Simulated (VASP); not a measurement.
# Ca (Fm-3m) in VASP: notebook

Ca is run at these levels: PBE; tasks: single point, relaxation of cell and atoms.

Everything below comes from runs of VASP 6.6.1. Logs are shortened: lines on timing, memory, paths and dates and some standing lists are left out, and cuts for length are marked.

## 1. The cell of the first run

Symmetry: Fm-3m, No. 225, cubic system. The conventional cell has a = 4.136 Å, b = 4.136 Å, c = 4.136 Å, α = 90.00°, β = 90.00°, γ = 90.00°. Within 3.9 Å of Ca (site symmetry m-3m) lie 12 Ca at 2.92 Å.

## 2. Single point, PBE

File INCAR:

```
PREC     = Accurate       # precision mode
ENCUT    = 520            # plane-wave cutoff, eV
EDIFF    = 1E-6           # SCF threshold, eV
ISMEAR   = -1             # smearing method
SIGMA    = 0.1            # smearing width, eV
LREAL    = False          # projectors in reciprocal space
LASPH    = True           # aspherical terms in the spheres
NELM     = 80             # most SCF steps
ALGO     = Normal         # electronic algorithm
ISIF     = 2              # what is computed and relaxed
LWAVE    = False          # write WAVECAR
LCHARG   = True           # write CHGCAR
GGA      = PE             # functional
LELF     = True           # ELF
LVHAR    = True         
NBANDS   = 11             # bands
```

File KPOINTS:

```
regular mesh
0
Gamma
  16 16 16
```

File POSCAR:

```
Ca
1.0
    0.0000000000      2.0680613342      2.0680613342
    2.0680613342      0.0000000000      2.0680613342
    2.0680613342      2.0680613342      0.0000000000
Ca
1
Direct
    0.0000000000      0.0000000000      0.0000000000
```

Potentials or basis: VASP PAW PBE potentials, release 64 (Ca_sv).

Started as:

```console
> cat potpaw_PBE.64/Ca_sv/POTCAR > POTCAR
> mpirun -np 1 vasp_std > vasp.out
```

OUTCAR:

```text
PREC = Accurate
   ENCUT = 520
   EDIFF = 1E-6
   ISMEAR = -1
   LREAL = False
   LASPH = True
   NELM = 80
   ISIF = 2
   GGA = PE

 ion  position               nearest neighbor table
   1  0.000  0.000  0.000-

  LATTYP: Found a face centered cubic cell.
 ALAT       =     4.1361226684

  Lattice vectors:

 A1 = (   0.0000000000,   2.0680613342,   2.0680613342)
 A2 = (   2.0680613342,   0.0000000000,   2.0680613342)
 A3 = (   2.0680613342,   2.0680613342,   0.0000000000)

Analysis of symmetry for initial positions (statically):
=====================================================================
 Subroutine PRICEL returns:
 Original cell was already a primitive cell.

 Routine SETGRP: Setting up the symmetry group for a
 face centered cubic supercell.

 Subroutine GETGRP returns: Found 48 space group operations
 (whereof 48 operations were pure point group operations)
 out of a pool of 48 trial point group operations.

The static configuration has the point symmetry O_h .

Analysis of symmetry for dynamics (positions and initial velocities):
=====================================================================
 Subroutine PRICEL returns:
 Original cell was already a primitive cell.

 Routine SETGRP: Setting up the symmetry group for a
 face centered cubic supercell.

 Subroutine GETGRP returns: Found 48 space group operations
 (whereof 48 operations were pure point group operations)
 out of a pool of 48 trial point group operations.

The dynamic configuration has the point symmetry O_h .

 Subroutine INISYM returns: Found 48 space group operations
 (whereof 48 operations are pure point group operations),
 and found     1 'primitive' translations

----------------------------------------------------------------------------------------

                                     Primitive cell

  volume of cell :      17.6897

  direct lattice vectors                    reciprocal lattice vectors
     0.000000000  2.068061334  2.068061334    -0.241772326  0.241772326  0.241772326
     2.068061334  0.000000000  2.068061334     0.241772326 -0.241772326  0.241772326
     2.068061334  2.068061334  0.000000000     0.241772326  0.241772326 -0.241772326

  length of vectors
     2.924680387  2.924680387  2.924680387     0.418761953  0.418761953  0.418761953

  position of ions in fractional coordinates (direct lattice)
     0.000000000  0.000000000  0.000000000

  ion indices of the primitive-cell ions
   primitive index   ion index
                 1           1

----------------------------------------------------------------------------------------

 KPOINTS: regular mesh

Automatic generation of k-mesh.
 Grid dimensions read from file:
 generate k-points for:   16   16   16

 Generating k-lattice:

  Cartesian coordinates                     Fractional coordinates (reciprocal lattice)
    -0.015110770  0.015110770  0.015110770     0.062500000  0.000000000  0.000000000
     0.015110770 -0.015110770  0.015110770     0.000000000  0.062500000  0.000000000
     0.015110770  0.015110770 -0.015110770     0.000000000  0.000000000  0.062500000

  Length of vectors
     0.026172622  0.026172622  0.026172622

  Shift w.r.t. Gamma in fractional coordinates (k-lattice)
     0.000000000  0.000000000  0.000000000

 Subroutine IBZKPT returns following result:
 ===========================================

 Found    145 irreducible k-points:

 Following reciprocal coordinates:
            Coordinates               Weight
  0.000000  0.000000  0.000000      1.000000
  0.062500  0.000000  0.000000      8.000000
  0.125000  0.000000  0.000000      8.000000
  0.187500  0.000000  0.000000      8.000000
  0.250000  0.000000  0.000000      8.000000
  0.312500  0.000000  0.000000      8.000000
[... 16 lines left out ...]
 -0.125000  0.062500  0.000000     24.000000
 -0.062500  0.062500  0.000000     12.000000
 [... further k-points ...]
   k-points           NKPTS =    145   k-points in BZ     NKDIM =    145   number of bands    NBANDS=     11
   number of dos      NEDOS =    301   number of ions     NIONS =      1
   total plane-waves  NPLWV =  13824
   dimension x,y,z NGX =    24 NGY =   24 NGZ =   24
   dimension x,y,z NGXF=    48 NGYF=   48 NGZF=   48
   ions per type =               1
   NGX,Y,Z   is equivalent  to a cutoff of  13.64, 13.64, 13.64 a.u.
   NGXF,Y,Z  is equivalent  to a cutoff of  27.28, 27.28, 27.28 a.u.
 SYSTEM =  unknown system
   PREC   = accura    normal or accurate (medium, high low for compatibility)
   ISTART =      0    job   : 0-new  1-cont  2-samecut
   ICHARG =      2    charge: 1-file 2-atom 10-const
   ISPIN  =      1    spin polarized calculation?
   LNONCOLLINEAR =      F non collinear calculations
   LSORBIT =      F    spin-orbit coupling
   LASPH  =      T    aspherical Exc in radial PAW
   ENCUT  =  520.0 eV  38.22 Ry    6.18 a.u.   5.44  5.44  5.44*2*pi/ulx,y,z
   NELM   =     80;   NELMIN=  2; NELMDL= -5     # of ELM steps
   EDIFF  = 0.1E-05   stopping-criterion for ELM
   LREAL  =      F    real-space projection
   EDIFFG = 0.1E-04   stopping-criterion for IOM
   NSW    =      0    number of steps for IOM
   IBRION =     -1    ionic relax: 0-MD 1-quasi-New 2-CG
   NFREE  =      0    steps in history (QN), initial steepest desc. (CG)
   ISIF   =      2    stress and relaxation
   ISYM   =      2    0-nonsym 1-usesym 2-fastsym
   POTIM  = 0.5000    time-step for ionic-motion
   TEBEG  =    0.0;   TEEND  =   0.0 temperature during run
   PSTRESS=    0.0 pullay stress
   NELECT =      10.0000    total number of electrons
   NUPDOWN=      -1.0000    fix difference up-down
   EMIN   =  10.00;   EMAX   =-10.00  energy-range for DOS
   EFERMI =   0.00;   METHOD = LEGACY
   ISMEAR =    -1;   SIGMA  =   0.10  broadening in eV -4-tet -1-fermi 0-gaus
   EFERMI_NEDOS =   21; number of points for ismear=-14 and -15
   IALGO  =     38    algorithm
   IMIX   =      4    mixing-type and parameters
     AMIX     =   0.40;   BMIX     =  1.00
     AMIX_MAG =   1.60;   BMIX_MAG =  1.00
  volume/ion in A,a.u.               =      17.69       119.38
  Fermi-wavevector in a.u.,A,eV,Ry     =   1.353635  2.557998 24.930314  1.832326
  Thomas-Fermi vector in A             =   2.480873
   LORBIT       =      0    0 simple, 1 ext, 2 COOP (PROOUT), +10 PAW based schemes
   GGA     = PE    functional components
   LHFCALC =     F    Hartree Fock is set to
   AEXX    =    0.0000 exact exchange contribution
   IVDW    =     0    specifies the selected vdW correction
   LEPSILON=     F    determine dielectric tensor
   LRPA    =     F    only Hartree local field effects (RPA)
 non-spin polarized calculation
  energy-cutoff  :      520.00
  volume of cell :       17.69
 maximum number of plane-waves:       531
 NGX is ok and might be reduce to    24
   NGX = 11   NGY = 11   NGZ = 11

 number of electron      10.0000000 magnetization

 Free energy of the ion-electron system (eV)
  ---------------------------------------------------
  ext. energy  EPLUGINS =         0.00000000
  ---------------------------------------------------
  free energy    TOTEN  =         0.35859734 eV

  energy without entropy =        0.38980944  energy(sigma->0) =        0.37420339

 E-fermi :   6.7004     XC(G=0): -11.0208

 val. band max:        6.6953431609   @ k =   0.4375   0.3125   0.0000
 cond. band min:       6.7004281382   @ k =  -0.3750   0.2500   0.0625
 fundamental gap:      0.0050849773
 Fermi energy:         6.7004005937

 k-point     1 :       0.0000    0.0000    0.0000
  band No.  band energies     occupation
      1     -34.0474      2.00000
      2     -13.9651      2.00000
      3     -13.9651      2.00000
      4     -13.9651      2.00000
      5       2.2453      2.00000
      6      10.0078      0.00000
      7      10.0078      0.00000
      8      10.0078      0.00000
      9      12.7365      0.00000
     10      12.7365      0.00000
     11      20.6125      0.00000

 k-point     2 :       0.0625    0.0000    0.0000
  band No.  band energies     occupation
      1     -34.0303      2.00000
      2     -14.0545      2.00000
      3     -13.9744      2.00000
      4     -13.9744      2.00000
      5       2.4068      2.00000
      6       9.8520      0.00000
      7      10.0765      0.00000
      8      10.0765      0.00000
      9      12.6628      0.00000
     10      12.6628      0.00000
     11      20.9175      0.00000

 k-point     3 :       0.1250    0.0000    0.0000
  band No.  band energies     occupation
      1     -33.9810      2.00000
      2     -14.3036      2.00000
      3     -14.0008      2.00000
      4     -14.0008      2.00000
      5       2.8619      2.00000
      6       9.4624      0.00000
      7      10.2449      0.00000
      8      10.2449      0.00000
      9      12.5063      0.00000
     10      12.5063      0.00000
     11      21.6836      0.00000

 k-point     4 :       0.1875    0.0000    0.0000
  band No.  band energies     occupation
      1     -33.9063      2.00000
      2     -14.6623      2.00000
      3     -14.0399      2.00000
      4     -14.0399      2.00000
      5       3.5252      2.00000
      6       9.0108      0.00000
      7      10.3837      0.00000
      8      10.3837      0.00000
      9      12.4547      0.00000
     10      12.4547      0.00000
     11      21.6978      0.00000
[... 239 lines left out ...]
 k-point    22 :      -0.1875    0.0625    0.0000
  band No.  band energies     occupation
      1     -33.8649      2.00000
      2     -14.8113      2.00000
      3     -14.1347      2.00000
      4     -14.0313      2.00000
      5       3.8909      2.00000
      6       8.7868      0.00000
      7      10.3249      0.00000
      8      10.5119      0.00000
      9      12.0310      0.00000
     10      12.9505      0.00000
     11      21.5531      0.00000

 k-point    23 :      -0.1250    0.0625    0.0000
  band No.  band energies     occupation
      1     -33.9447      2.00000
      2     -14.4485      2.00000
      3     -14.0777      2.00000
      4     -13.9955      2.00000
      5       3.1937      2.00000
      6       9.1958      0.00000
      7      10.3322      0.00000
      8      10.3829      0.00000
      9      12.1037      0.00000
     10      12.7488      0.00000
     11      22.1823      0.00000

 k-point    24 :      -0.0625    0.0625    0.0000
  band No.  band energies     occupation
      1     -34.0024      2.00000
      2     -14.1790      2.00000
      3     -14.0213      2.00000
      4     -13.9754      2.00000
      5       2.6662      2.00000
      6       9.6054      0.00000
      7      10.1779      0.00000
      8      10.2005      0.00000
      9      12.3957      0.00000
     10      12.7190      0.00000
     11      21.3875      0.00000

 [... further k-points ...]

------------------------ aborting loop because EDIFF is reached ----------------------------------------

  FORCE on cell =-STRESS in cart. coord.  units (eV):
  Direction    XX          YY          ZZ          XY          YZ          ZX
  --------------------------------------------------------------------------------------
  -------------------------------------------------------------------------------------
  Total        5.6587823      5.6587823      5.6587823      0.0000000     -0.0000000      0.0000000
  in kB      512.5229614    512.5229614    512.5229614      0.0000000     -0.0000000      0.0000000
  external PRESSURE =     512.5229614 kB  Pullay stress =       0.0000000 kB

 VOLUME and BASIS-vectors are now :
 -----------------------------------------------------------------------------
  energy-cutoff  :      520.00
  volume of cell :       17.69
      direct lattice vectors                 reciprocal lattice vectors
     0.000000000  2.068061334  2.068061334    -0.241772326  0.241772326  0.241772326
     2.068061334  0.000000000  2.068061334     0.241772326 -0.241772326  0.241772326
     2.068061334  2.068061334  0.000000000     0.241772326  0.241772326 -0.241772326

 POSITION                                       TOTAL-FORCE (eV/Angst)
 -----------------------------------------------------------------------------------
      0.00000      0.00000      0.00000         0.000000      0.000000      0.000000
 -----------------------------------------------------------------------------------
    total drift:                                0.000000      0.000000     -0.000000

  FREE ENERGIE OF THE ION-ELECTRON SYSTEM (eV)
  ---------------------------------------------------
  free  energy   TOTEN  =         0.3585973381 eV

  energy  without entropy=        0.3898094406  energy(sigma->0) =        0.37420339
```

It took 15 s on 1 thread of Intel Xeon Platinum 8375C at 2.90GHz (Ice Lake), shared host; peak memory 0.16 GiB.

What came out:

- Free energy: 0.3586 eV
- Pressure: 51.3 GPa
- Band gap on the k mesh: zero (bands 5 and 6 overlap by 1.01 eV)

Caveat: the cell stands under pressure.

## 3. Relaxation of cell and atoms, PBE, target pressure 51 GPa, at which the enthalpy is minimised

File INCAR:

```
PREC = Accurate
ENCUT = 600
EDIFF = 1E-7
ISMEAR = -1
SIGMA = 0.1
LREAL = False
LASPH = True
NELM = 60
ALGO = Normal
ISIF = 3
LWAVE = False
LCHARG = False
GGA = PE
IBRION = 2
NSW = 32
EDIFFG = -0.005
PSTRESS = 510.0
```

KPOINTS is that of step 2.

POSCAR is that of step 2.

Potentials or basis: VASP PAW PBE potentials, release 64 (Ca_sv).

Started as:

```console
> cat potpaw_PBE.64/Ca_sv/POTCAR > POTCAR
> mpirun -np 1 vasp_std > vasp.out
```

It took 32 s on 1 thread of Intel Xeon Platinum 8375C at 2.90GHz (Ice Lake), shared host; peak memory 0.17 GiB.

It converged, with:

```
Free energy                                                : 0.3444 eV
Relaxed volume                                             : 17.73 Å³/atom
Relaxed cell                                               : a = 2.927 Å, b = 2.927 Å, c = 2.927 Å, α = 60.00°, β = 60.00°, γ = 60.00°
Space group after relaxing (to 0.1 Å)                      : Fm-3m (No. 225)
Energy change on relaxing (the run minimises the enthalpy) : -13.8 meV/atom
Ionic steps                                                : 3
Pressure after relaxing                                    : 51.0 GPa
Band gap on the k mesh                                     : zero (bands 5 and 6 overlap by 0.99 eV)
```

The path:
| step | energy change (eV) | largest force (eV/Å) | pressure (GPa) | volume (Å³) |
| --- | --- | --- | --- | --- |
| 1 | 0.0000 | 0.0000 | 51.28 | 17.69 |
| 2 | -0.0250 | 0.0000 | 50.77 | 17.77 |
| 3 | -0.0138 | 0.0000 | 51.00 | 17.73 |

Final structure:
```xyz
1
Lattice="0.0000 2.0697 2.0697 2.0697 0.0000 2.0697 2.0697 2.0697 0.0000" Properties=species:S:1:pos:R:3 pbc="T T T"
Ca    0.0000    0.0000    0.0000
```

Levels at points of the mesh, in eV from the Fermi level:
```csv
k point,band 1,band 2,band 3,band 4,band 5,band 6,band 7,band 8,band 9
"(0.00, 0.00, 0.00)",-40.75,-20.67,-20.67,-20.67,-4.46,3.31,3.31,3.31,6.03
"(0.50, 0.00, 0.00)",-40.28,-22.75,-20.91,-20.91,-1.42,2.80,2.98,2.98,7.85
"(0.50, 0.50, 0.00)",-40.13,-22.56,-21.36,-21.36,-2.06,-0.68,5.38,7.86,8.36
```

Caveat: the cell is relaxed towards a set pressure, so the run minimises the enthalpy, not the energy.

## 4. Relaxation of cell and atoms, PBE, target pressure 51 GPa, at which the enthalpy is minimised

This run uses another cell than the first one, of 17.75 Å³/atom.

File INCAR:

```
  PREC = Accurate
  ENCUT = 600
  EDIFF = 1E-7
  ISMEAR = -1
  SIGMA = 0.1
  LREAL = False
  LASPH = True
  NELM = 60
  ALGO = Normal
  ISIF = 3
  LWAVE = False
  LCHARG = False
  GGA = PE
  IBRION = 2
  NSW = 60
  EDIFFG = -0.005
  PSTRESS = 510.0
```

KPOINTS is that of step 3.

File POSCAR:

```
Ca
1.0
    0.0000000000      2.0705967691      2.0705967691
    2.0705967691      0.0000000000      2.0705967691
    2.0705967691      2.0705967691      0.0000000000
Ca
1
Direct
    0.0000000000      0.0000000000      0.0000000000
```

Started as:

```console
> cat potpaw_PBE.64/Ca_sv/POTCAR > POTCAR
> mpirun -np 1 vasp_std > vasp.out
```

Run time: 31 s. Hardware: 1 thread of Intel Xeon Platinum 8375C at 2.90GHz (Ice Lake), shared host; peak memory 0.17 GiB.

Results (log left out):

| Property | Result |
| --- | --- |
| Free energy | 0.3444 eV |
| Relaxed volume | 17.73 Å³/atom |
| Relaxed cell | a = 2.927 Å, b = 2.927 Å, c = 2.927 Å, α = 60.00°, β = 60.00°, γ = 60.00° |
| Space group after relaxing (to 0.1 Å) | Fm-3m (No. 225) |
| Energy change on relaxing (the run minimises the enthalpy) | +6.9 meV/atom |
| Ionic steps | 3 |
| Pressure after relaxing | 51.0 GPa |
| Band gap on the k mesh | zero (bands 5 and 6 overlap by 0.99 eV) |

Step by step:
```tsv
step	energy change (eV)	largest force (eV/Å)	pressure (GPa)	volume (Å³)
1	0.0000	0.0000	50.86	17.75
2	0.0126	0.0000	51.11	17.72
3	0.0069	0.0000	51.00	17.73
```

Final structure:
```xyz
1
Lattice="0.0000 2.0697 2.0697 2.0697 0.0000 2.0697 2.0697 2.0697 0.0000" Properties=species:S:1:pos:R:3 pbc="T T T"
Ca    0.0000    0.0000    0.0000
```

Levels at points of the mesh, in eV from the Fermi level:
```tsv
k point	band 3	band 4	band 5	band 6	band 7	band 8
(0.00, 0.00, 0.00)	-20.67	-20.67	-4.46	3.31	3.31	3.31
(0.50, 0.00, 0.00)	-20.91	-20.91	-1.42	2.80	2.98	2.98
(0.50, 0.50, 0.00)	-21.36	-21.36	-2.06	-0.68	5.38	7.86
```

Caveat: the cell is relaxed towards a set pressure, so the run minimises the enthalpy, not the energy.

## 5. The runs side by side

| task | cell | cutoff (eV) | gap on the mesh (eV) | pressure (GPa) |
| --- | --- | --- | --- | --- |
| single point | a = 2.925 Å, angles 60.0°, 1 atom | 520 | none | 51.3 |
| relaxation of cell and atoms | relaxed to 51 GPa from a = 2.925 Å, angles 60.0°, 1 atom | 600 | none | 51.0 |
| relaxation of cell and atoms | relaxed to 51 GPa from a = 2.928 Å, angles 60.0°, 1 atom | 600 | none | 51.0 |

Alike in all rows: level PBE; potentials or basis VASP PAW PBE potentials, release 64 (Ca_sv); no spin polarisation; k mesh 16 × 16 × 16; smearing fermi-dirac 0.1 eV.

Caveats: the cell is relaxed towards a set pressure, so the run minimises the enthalpy, not the energy (at least some runs); the cell stands under pressure (at least some runs).

Absolute energies hang on the potentials; compare differences alone.
